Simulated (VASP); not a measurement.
# WS2 (R3m) in VASP: notebook

The runs below take WS2 through single point, with PBEsol.

Program: VASP 6.6.1. These are calculated values, not measurements. Logs are shortened: lines on timing, memory, paths and dates and some standing lists are left out, and cuts for length are marked.

## (1) The cell of the first run

The structure is trigonal, space group R3m (No. 160). Conventional cell: a = 3.090 Å, b = 3.090 Å, c = 17.814 Å, α = 90.00°, β = 90.00°, γ = 120.00°. W (site symmetry 3m) has 6 S at 2.14 to 2.55 Å within 2.8 Å. Within 2.8 Å of S (site symmetry 3m) lie 3 W at 2.14 Å. Within 3.5 Å of S (site symmetry 3m) lie 3 W at 2.55 Å and 10 S at 3.01 to 3.43 Å.

## (2) Single point, PBEsol (strained)

The input, INCAR:

```
ALGO = Normal
EDIFF = 1E-6
ENCUT = 520
GGA = PS
ISIF = 2
ISMEAR = 0
LASPH = True
LCHARG = False
LREAL = False
LWAVE = False
NBANDS = 20
NELM = 60
PREC = Accurate
SIGMA = 0.02
```

The input, KPOINTS:

```
k-points
0
Gamma
  12 12 12
```

The input, POSCAR:

```
WS2
1.0
    1.5449571360      0.8919814184      5.9379986552
   -1.5449571360      0.8919814184      5.9379986552
    0.0000000000     -1.7839628367      5.9379986552
W S
1 2
Direct
    0.0114689755      0.0114689755      0.0114689755
    0.7443088459      0.7443088459      0.7443088459
    0.5755221786      0.5755221786      0.5755221786
```

Potentials or basis: VASP PAW PBE potentials, release 64 (W_sv, S).

Launch:

```console
> cat potpaw_PBE.64/W_sv/POTCAR potpaw_PBE.64/S/POTCAR > POTCAR
> mpirun -np 1 vasp_std > vasp.out
```

OUTCAR:

```text
EDIFF = 1E-6
   ENCUT = 520
   GGA = PS
   ISIF = 2
   ISMEAR = 0
   LASPH = True
   LREAL = False
   NELM = 60
   PREC = Accurate

 ion  position               nearest neighbor table
   1  0.011  0.011  0.011-   2 2.14   2 2.14   2 2.14   3 2.55   3 2.55   3 2.55
   2  0.744  0.744  0.744-   1 2.14   1 2.14   1 2.14
   3  0.576  0.576  0.576-   1 2.55   1 2.55   1 2.55

  LATTYP: Found a trigonal (rhomboedric) cell.
 ALAT       =     6.2001896287
 COS(alpha) =     0.8758196383

  Lattice vectors:

 A1 = (   1.5449571360,   0.8919814184,   5.9379986552)
 A2 = (  -1.5449571360,   0.8919814184,   5.9379986552)
 A3 = (   0.0000000000,  -1.7839628367,   5.9379986552)

Analysis of symmetry for initial positions (statically):
=====================================================================
 Subroutine PRICEL returns:
 Original cell was already a primitive cell.

 Routine SETGRP: Setting up the symmetry group for a
 trigonal (rhombohedral) supercell.

 Subroutine GETGRP returns: Found  6 space group operations
 (whereof  6 operations were pure point group operations)
 out of a pool of 12 trial point group operations.

The static configuration has the point symmetry C_3v.

Analysis of symmetry for dynamics (positions and initial velocities):
=====================================================================
 Subroutine PRICEL returns:
 Original cell was already a primitive cell.

 Routine SETGRP: Setting up the symmetry group for a
 trigonal (rhombohedral) supercell.

 Subroutine GETGRP returns: Found  6 space group operations
 (whereof  6 operations were pure point group operations)
 out of a pool of 12 trial point group operations.

The dynamic configuration has the point symmetry C_3v.

 Subroutine INISYM returns: Found  6 space group operations
 (whereof  6 operations are pure point group operations),
 and found     1 'primitive' translations

----------------------------------------------------------------------------------------

                                     Primitive cell

  volume of cell :      49.0980

  direct lattice vectors                    reciprocal lattice vectors
     1.544957136  0.891981418  5.937998655     0.323633574  0.186849931  0.056135636
    -1.544957136  0.891981418  5.937998655    -0.323633574  0.186849931  0.056135636
     0.000000000 -1.783962837  5.937998655     0.000000000 -0.373699862  0.056135636

  length of vectors
     6.200189629  6.200189629  6.200189629     0.377892573  0.377892573  0.377892573

  position of ions in fractional coordinates (direct lattice)
     0.011468976  0.011468976  0.011468976
     0.744308846  0.744308846  0.744308846
     0.575522179  0.575522179  0.575522179

  ion indices of the primitive-cell ions
   primitive index   ion index
                 1           1
                 2           2
                 3           3

----------------------------------------------------------------------------------------

 KPOINTS: k-points

Automatic generation of k-mesh.
 Grid dimensions read from file:
 generate k-points for:   12   12   12

 Generating k-lattice:

  Cartesian coordinates                     Fractional coordinates (reciprocal lattice)
     0.026969465  0.015570828  0.004677970     0.083333333  0.000000000  0.000000000
    -0.026969465  0.015570828  0.004677970     0.000000000  0.083333333  0.000000000
     0.000000000 -0.031141655  0.004677970    -0.000000000 -0.000000000  0.083333333

  Length of vectors
     0.031491048  0.031491048  0.031491048

  Shift w.r.t. Gamma in fractional coordinates (k-lattice)
     0.000000000  0.000000000  0.000000000

 Subroutine IBZKPT returns following result:
 ===========================================

 Found    189 irreducible k-points:

 Following reciprocal coordinates:
            Coordinates               Weight
  0.000000  0.000000  0.000000      1.000000
  0.083333 -0.000000  0.000000      6.000000
  0.166667  0.000000  0.000000      6.000000
  0.250000  0.000000  0.000000      6.000000
  0.333333  0.000000  0.000000      6.000000
  0.416667  0.000000  0.000000      6.000000
[... 16 lines left out ...]
  0.500000  0.166667  0.000000     12.000000
 -0.416667  0.166667  0.000000     12.000000
 [... further k-points ...]
   k-points           NKPTS =    189   k-points in BZ     NKDIM =    189   number of bands    NBANDS=     20
   number of dos      NEDOS =    301   number of ions     NIONS =      3
   total plane-waves  NPLWV = 110592
   dimension x,y,z NGX =    48 NGY =   48 NGZ =   48
   dimension x,y,z NGXF=    96 NGYF=   96 NGZF=   96
   ions per type =               1   2
   NGX,Y,Z   is equivalent  to a cutoff of  12.87, 12.87, 12.87 a.u.
   NGXF,Y,Z  is equivalent  to a cutoff of  25.74, 25.74, 25.74 a.u.
 SYSTEM =  unknown system
   PREC   = accura    normal or accurate (medium, high low for compatibility)
   ISTART =      0    job   : 0-new  1-cont  2-samecut
   ICHARG =      2    charge: 1-file 2-atom 10-const
   ISPIN  =      1    spin polarized calculation?
   LNONCOLLINEAR =      F non collinear calculations
   LSORBIT =      F    spin-orbit coupling
   LASPH  =      T    aspherical Exc in radial PAW
   ENCUT  =  520.0 eV  38.22 Ry    6.18 a.u.  11.53 11.53 11.53*2*pi/ulx,y,z
   NELM   =     60;   NELMIN=  2; NELMDL= -5     # of ELM steps
   EDIFF  = 0.1E-05   stopping-criterion for ELM
   LREAL  =      F    real-space projection
   EDIFFG = 0.1E-04   stopping-criterion for IOM
   NSW    =      0    number of steps for IOM
   IBRION =     -1    ionic relax: 0-MD 1-quasi-New 2-CG
   NFREE  =      0    steps in history (QN), initial steepest desc. (CG)
   ISIF   =      2    stress and relaxation
   ISYM   =      2    0-nonsym 1-usesym 2-fastsym
   POTIM  = 0.5000    time-step for ionic-motion
   TEBEG  =    0.0;   TEEND  =   0.0 temperature during run
   PSTRESS=    0.0 pullay stress
   NELECT =      26.0000    total number of electrons
   NUPDOWN=      -1.0000    fix difference up-down
   EMIN   =  10.00;   EMAX   =-10.00  energy-range for DOS
   EFERMI =   0.00;   METHOD = LEGACY
   ISMEAR =     0;   SIGMA  =   0.02  broadening in eV -4-tet -1-fermi 0-gaus
   EFERMI_NEDOS =   21; number of points for ismear=-14 and -15
   IALGO  =     38    algorithm
   IMIX   =      4    mixing-type and parameters
     AMIX     =   0.40;   BMIX     =  1.00
     AMIX_MAG =   1.60;   BMIX_MAG =  1.00
  volume/ion in A,a.u.               =      16.37       110.44
  Fermi-wavevector in a.u.,A,eV,Ry     =   1.324478  2.502901 23.867911  1.754242
  Thomas-Fermi vector in A             =   2.454010
   LORBIT       =      0    0 simple, 1 ext, 2 COOP (PROOUT), +10 PAW based schemes
   GGA     = PS    functional components
   LHFCALC =     F    Hartree Fock is set to
   AEXX    =    0.0000 exact exchange contribution
   IVDW    =     0    specifies the selected vdW correction
   LEPSILON=     F    determine dielectric tensor
   LRPA    =     F    only Hartree local field effects (RPA)
 non-spin polarized calculation
 Gauss-broadening in eV      SIGMA  =   0.02
  energy-cutoff  :      520.00
  volume of cell :       49.10
 maximum number of plane-waves:      1339
 NGX is ok and might be reduce to    48
   NGX = 23   NGY = 23   NGZ = 23

 number of electron      25.9999999 magnetization

 Free energy of the ion-electron system (eV)
  ---------------------------------------------------
  ext. energy  EPLUGINS =         0.00000000
  ---------------------------------------------------
  free energy    TOTEN  =       -23.05207200 eV

  energy without entropy =      -23.05178313  energy(sigma->0) =      -23.05192757

 E-fermi :   9.0063     XC(G=0): -11.5121

 val. band max:        9.0009506124   @ k =  -0.1667   0.0833  -0.0000
 cond. band min:       9.0077610510   @ k =   0.4167   0.3333   0.3333
 fundamental gap:      0.0068104386
 Fermi energy:         9.0063271513

 k-point     1 :       0.0000    0.0000    0.0000
  band No.  band energies     occupation
      1     -65.9850      2.00000
      2     -30.4283      2.00000
      3     -30.2026      2.00000
      4     -30.2026      2.00000
      5      -8.0360      2.00000
      6      -5.3680      2.00000
[... 12 lines left out ...]
     19      16.4240      0.00000
     20      16.6578      0.00000

 k-point     2 :       0.0833   -0.0000    0.0000
  band No.  band energies     occupation
      1     -65.9830      2.00000
      2     -30.4228      2.00000
      3     -30.2383      2.00000
      4     -30.2108      2.00000
      5      -7.9046      2.00000
      6      -5.3237      2.00000
[... 12 lines left out ...]
     19      16.6006      0.00000
     20      17.1682      0.00000

 k-point     3 :       0.1667    0.0000    0.0000
  band No.  band energies     occupation
      1     -65.9778      2.00000
      2     -30.4108      2.00000
      3     -30.3313      2.00000
      4     -30.2331      2.00000
      5      -7.5384      2.00000
      6      -5.1940      2.00000
[... 12 lines left out ...]
     19      16.7898      0.00000
     20      17.7080      0.00000

 k-point     4 :       0.2500    0.0000    0.0000
  band No.  band energies     occupation
      1     -65.9707      2.00000
      2     -30.4767      2.00000
      3     -30.3735      2.00000
      4     -30.2634      2.00000
      5      -7.0205      2.00000
      6      -4.9844      2.00000
[... 12 lines left out ...]
     19      16.8937      0.00000
     20      17.0943      0.00000

 k-point     5 :       0.3333    0.0000    0.0000
  band No.  band energies     occupation
      1     -65.9636      2.00000
      2     -30.6015      2.00000
      3     -30.3538      2.00000
      4     -30.2935      2.00000
      5      -6.4904      2.00000
      6      -4.7022      2.00000
[... 12 lines left out ...]
     19      15.4661      0.00000
     20      17.3695      0.00000

 k-point     6 :       0.4167    0.0000    0.0000
  band No.  band energies     occupation
      1     -65.9584      2.00000
      2     -30.6931      2.00000
      3     -30.3374      2.00000
      4     -30.3154      2.00000
      5      -6.1108      2.00000
      6      -4.4011      2.00000
[... 12 lines left out ...]
     19      14.8687      0.00000
     20      17.1740      0.00000

 k-point     7 :       0.5000    0.0000    0.0000
  band No.  band energies     occupation
      1     -65.9565      2.00000
      2     -30.7264      2.00000
      3     -30.3313      2.00000
      4     -30.3234      2.00000
      5      -5.9784      2.00000
      6      -4.2567      2.00000
[... 12 lines left out ...]
     19      14.6625      0.00000
     20      17.0489      0.00000
[... 277 lines left out ...]
 k-point    20 :       0.2500    0.1667    0.0000
  band No.  band energies     occupation
      1     -65.9733      2.00000
      2     -30.4306      2.00000
      3     -30.3741      2.00000
      4     -30.2589      2.00000
      5      -7.1913      2.00000
      6      -5.1136      2.00000
[... 12 lines left out ...]
     19      16.7733      0.00000
     20      17.3928      0.00000

 k-point    21 :       0.3333    0.1667    0.0000
  band No.  band energies     occupation
      1     -65.9672      2.00000
      2     -30.5151      2.00000
      3     -30.3637      2.00000
      4     -30.3038      2.00000
      5      -6.7312      2.00000
      6      -4.8985      2.00000
[... 12 lines left out ...]
     19      16.7598      0.00000
     20      17.4371      0.00000

 k-point    22 :       0.4167    0.1667   -0.0000
  band No.  band energies     occupation
      1     -65.9610      2.00000
      2     -30.6015      2.00000
      3     -30.3542      2.00000
      4     -30.3443      2.00000
      5      -6.2740      2.00000
      6      -4.5926      2.00000
[... 12 lines left out ...]
     19      16.9084      0.00000
     20      17.1328      0.00000

 k-point    23 :       0.5000    0.1667    0.0000
  band No.  band energies     occupation
      1     -65.9565      2.00000
      2     -30.6630      2.00000
      3     -30.3913      2.00000
      4     -30.3307      2.00000
      5      -5.9547      2.00000
      6      -4.2745      2.00000
[... 12 lines left out ...]
     19      16.5986      0.00000
     20      17.7703      0.00000

 k-point    24 :      -0.4167    0.1667    0.0000
  band No.  band energies     occupation
      1     -65.9549      2.00000
      2     -30.6851      2.00000
      3     -30.4053      2.00000
      4     -30.3254      2.00000
      5      -5.8442      2.00000
      6      -4.1293      2.00000
[... 12 lines left out ...]
     19      16.4380      0.00000
     20      17.6132      0.00000

 [... further k-points ...]
[... 5 lines left out ...]
  --------------------------------------------------------------------------------------
  -------------------------------------------------------------------------------------
  Total        9.6015558      9.6015558      6.8300648      0.0000000      0.0000000      0.0000000
  in kB      313.3203510    313.3203510    222.8803686      0.0000000      0.0000000      0.0000000
  external PRESSURE =     283.1736902 kB  Pullay stress =       0.0000000 kB

 VOLUME and BASIS-vectors are now :
 -----------------------------------------------------------------------------
  energy-cutoff  :      520.00
  volume of cell :       49.10
      direct lattice vectors                 reciprocal lattice vectors
     1.544957136  0.891981418  5.937998655     0.323633574  0.186849931  0.056135636
    -1.544957136  0.891981418  5.937998655    -0.323633574  0.186849931  0.056135636
     0.000000000 -1.783962837  5.937998655     0.000000000 -0.373699862  0.056135636

 POSITION                                       TOTAL-FORCE (eV/Angst)
 -----------------------------------------------------------------------------------
      0.00000      0.00000      0.20431         0.000000     -0.000000    -10.886040
      0.00000      0.00000     13.25911         0.000000      0.000000      8.911909
      0.00000      0.00000     10.25235         0.000000      0.000000      1.974131
 -----------------------------------------------------------------------------------
    total drift:                                0.000000     -0.000000     -0.000412

  FREE ENERGIE OF THE ION-ELECTRON SYSTEM (eV)
  ---------------------------------------------------
  free  energy   TOTEN  =       -23.0520720001 eV

  energy  without entropy=      -23.0517831334  energy(sigma->0) =      -23.05192757
```

It took 6.3 min on 1 thread of Intel Xeon Platinum 8488C (Sapphire Rapids), shared host; peak memory 0.43 GiB.

Results:

| Property | Result |
| --- | --- |
| Free energy | -23.0521 eV |
| Pressure | 28.3 GPa |
| Largest force | 10.886 eV/Å |
| Band gap on the k mesh | zero (bands 13 and 14 overlap by 0.64 eV) |

Forces in eV/Å, atoms in the order of the input:
```
W     0.000   0.000 -10.886
S     0.000   0.000   8.912
S     0.000   0.000   1.974
```

Stress tensor (GPa, compression positive):
```
31.33  0.00  0.00
 0.00 31.33  0.00
 0.00  0.00 22.29
```

Caveat: the cell differs from its parent crystal (strained); the cell stands under pressure; the PAW data sets were made with another functional, which shifts forces and pressure a little; spin-orbit coupling is left out, which moves the levels of the heavy elements.

## (3) Single point, PBEsol (strained and its atoms moved)

The input, INCAR:

```
PREC     = Accurate       # precision mode
ENCUT    = 520            # plane-wave cutoff, eV
EDIFF    = 1E-7           # SCF threshold, eV
ISMEAR   = 0              # smearing method
SIGMA    = 0.02           # smearing width, eV
LREAL    = False          # projectors in reciprocal space
LASPH    = True           # aspherical terms in the spheres
NELM     = 60             # most SCF steps
ALGO     = Normal         # electronic algorithm
ISIF     = 2              # what is computed and relaxed
LWAVE    = False          # write WAVECAR
LCHARG   = False          # write CHGCAR
GGA      = PS             # functional
NBANDS   = 20             # bands
```

The input, KPOINTS:

```
regular mesh
0
Gamma
  12 12 12
```

The input, POSCAR:

```
WS2
1.0
    1.6548081927      0.9554039555      5.9045317733
   -1.6548081927      0.9554039555      5.9045317733
    0.0000000000     -1.9108079111      5.9045317733
W S
1 2
Direct
   -0.0099364061     -0.0099364061     -0.0099364061
    0.7411200542      0.7411200542      0.7411200542
    0.6001163519      0.6001163519      0.6001163519
```

Potentials or basis: VASP PAW PBE potentials, release 64 (W_sv, S).

Launch:

```console
> cat potpaw_PBE.64/W_sv/POTCAR potpaw_PBE.64/S/POTCAR > POTCAR
> mpirun -np 1 vasp_std > vasp.out
```

It took 7.3 min on 1 thread of Intel Xeon Platinum 8488C (Sapphire Rapids), shared host; peak memory 0.44 GiB.

The run converged. Its results:

| Quantity | Value |
| --- | --- |
| Free energy | -22.5587 eV |
| Pressure | 26.7 GPa |
| Largest force | 9.521 eV/Å |
| Band gap on the k mesh | zero (bands 13 and 14 overlap by 2.05 eV) |

Forces in eV/Å, atoms in the order of the input:
```
W    0.000  0.000  6.835
S    0.000  0.000  2.686
S    0.000  0.000 -9.521
```

Stress tensor (GPa, compression positive):
```
21.07  0.00  0.00
 0.00 21.07  0.00
 0.00  0.00 37.96
```

Levels at points of the mesh, in eV from the Fermi level:
```tsv
k point	band 9	band 10	band 11	band 12	band 13	band 14	band 15	band 16	band 17	band 18
(0.00, 0.00, 0.00)	-6.55	-3.51	-3.51	-1.49	1.23	1.23	1.59	2.98	3.73	3.73
(0.50, 0.00, 0.00)	-5.67	-5.57	-3.51	-2.32	-0.88	0.50	0.86	3.16	4.35	5.08
(0.50, 0.50, 0.00)	-5.64	-5.21	-3.55	-2.75	-0.98	0.53	0.81	2.99	4.58	5.19
(0.50, 0.50, 0.50)	-6.56	-3.48	-3.48	-2.74	1.19	1.19	1.54	3.04	3.74	3.74
```

Caveat: the cell differs from its parent crystal (strained and its atoms moved); the cell stands under pressure; the PAW data sets were made with another functional, which shifts forces and pressure a little; spin-orbit coupling is left out, which moves the levels of the heavy elements.

## (4) Single point, PBEsol (strained and its atoms moved)

The input, INCAR:

```
PREC = Accurate
ENCUT = 520
EDIFF = 1E-6
ISMEAR = 0
SIGMA = 0.02
LREAL = False
LASPH = True
NELM = 60
ALGO = Normal
ISIF = 2
LWAVE = False
LCHARG = False
GGA = PS
NBANDS = 20
```

KPOINTS is that of step 3.

The input, POSCAR:

```
WS2
1.0
    1.6879040408      0.9745118523      6.0337151701
   -1.6879040408      0.9745118523      6.0337151701
    0.0000000000     -1.9490237046      6.0337151701
W S
1 2
Direct
    0.0007538342      0.0007538342      0.0007538342
    0.7480462351      0.7480462351      0.7480462351
    0.5824999307      0.5824999307      0.5824999307
```

Launch:

```console
> cat potpaw_PBE.64/W_sv/POTCAR potpaw_PBE.64/S/POTCAR > POTCAR
> mpirun -np 1 vasp_std > vasp.out
```

Run time: 6.6 min. Hardware: 1 thread of Intel Xeon Platinum 8488C (Sapphire Rapids), shared host; peak memory 0.45 GiB.

Results (log left out):

```
Free energy   : -24.8035 eV
Pressure      : -11.6 GPa
Largest force : 1.032 eV/Å
```

Forces on the atoms (eV/Å):
```
W    0.000  0.000 -1.032
S    0.000  0.000  0.412
S    0.000  0.000  0.620
```

Stress tensor (GPa, compression positive):
```
-16.92   0.00   0.00
  0.00 -16.92   0.00
  0.00   0.00  -0.86
```

Levels at points of the mesh, in eV from the Fermi level:
| k point | band 10 | band 11 | band 12 | band 13 | band 14 | band 15 | band 16 | band 17 |
| --- | --- | --- | --- | --- | --- | --- | --- | --- |
| (0.00, 0.00, 0.00) | -3.02 | -3.02 | -1.25 | -0.67 | 1.37 | 1.37 | 1.99 | 1.99 |
| (0.50, 0.00, 0.00) | -4.54 | -2.67 | -2.35 | -1.76 | 1.12 | 1.40 | 2.92 | 3.21 |
| (0.50, 0.50, 0.00) | -4.44 | -2.87 | -2.86 | -1.72 | 1.06 | 1.40 | 2.54 | 3.67 |
| (0.50, 0.50, 0.50) | -3.38 | -2.98 | -2.98 | 0.01 | 1.50 | 1.50 | 1.81 | 1.81 |

Caveat: the cell differs from its parent crystal (strained and its atoms moved); the cell stands under tension; the PAW data sets were made with another functional, which shifts forces and pressure a little; spin-orbit coupling is left out, which moves the levels of the heavy elements.

(Continued in part 2 of 2.)
